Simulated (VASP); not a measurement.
Set up this calculation in VASP 6.6.1, as the native input.

```yaml
Task: single point
Functional: r2SCAN
Potentials_or_basis: VASP PAW PBE potentials, release 64 (Ag)
Cutoff: 520 eV
k_mesh: 8 × 8 × 8
Occupations: gaussian, width 0.1 eV
Spin: no spin polarisation
Dipole_correction: no
Further_INCAR_settings: ALGO = Normal; EDIFF = 1e-07; NBANDS = 12
```

Ag:

```xyz
1
Lattice="0.0000 2.0522 2.0522 2.0522 0.0000 2.0522 2.0522 2.0522 0.0000" Properties=species:S:1:pos:R:3 pbc="T T T"
Ag    0.0000    0.0000    0.0000
```

These files were run (other wordings do the same):

POSCAR

```
Ag
1.0
    0.0000000000      2.0521781800      2.0521781800
    2.0521781800      0.0000000000      2.0521781800
    2.0521781800      2.0521781800      0.0000000000
Ag
1
Direct
    0.0000000000      0.0000000000      0.0000000000
```

INCAR.step1

```
SYSTEM = Ag
ALGO = Normal
EDIFF = 1E-4
ENCUT = 520
GGA = PE
ISMEAR = 0
LASPH = .TRUE.
LCHARG = .FALSE.
LREAL = .FALSE.
LWAVE = .TRUE.
NBANDS = 12
NELM = 100
PREC = Accurate
SIGMA = 0.1
```

INCAR.step2

```
SYSTEM = Ag
ALGO = Normal
EDIFF = 1E-7
ENCUT = 520
ISIF = 2
ISMEAR = 0
ISTART = 1
LASPH = .TRUE.
LCHARG = .FALSE.
LMIXTAU = .TRUE.
LREAL = .FALSE.
LWAVE = .FALSE.
METAGGA = R2SCAN
NBANDS = 12
NELM = 100
PREC = Accurate
SIGMA = 0.1
```

KPOINTS

```
k-points
0
G
  8 8 8
  0 0 0
```

Potentials or basis: VASP PAW PBE potentials, release 64 (Ag).

Command:

```bash
$ cat potpaw_PBE.64/Ag/POTCAR > POTCAR
$ cp INCAR.step1 INCAR
$ mpirun -np 1 vasp_std > vasp.out
$ cp INCAR.step2 INCAR
$ mpirun -np 1 vasp_std > vasp.out
```

It gave:

| Quantity | Value |
| --- | --- |
| Pressure | 0.7 GPa |
| Band gap on the k mesh | zero (an odd number of electrons rules out a gap without spin polarisation) |

Caveat: the PAW data sets were made with another functional, which shifts forces and pressure a little.

Wall time 52 s on 1 thread of Intel Xeon 8259CL (shared host), peak memory 0.15 GiB.
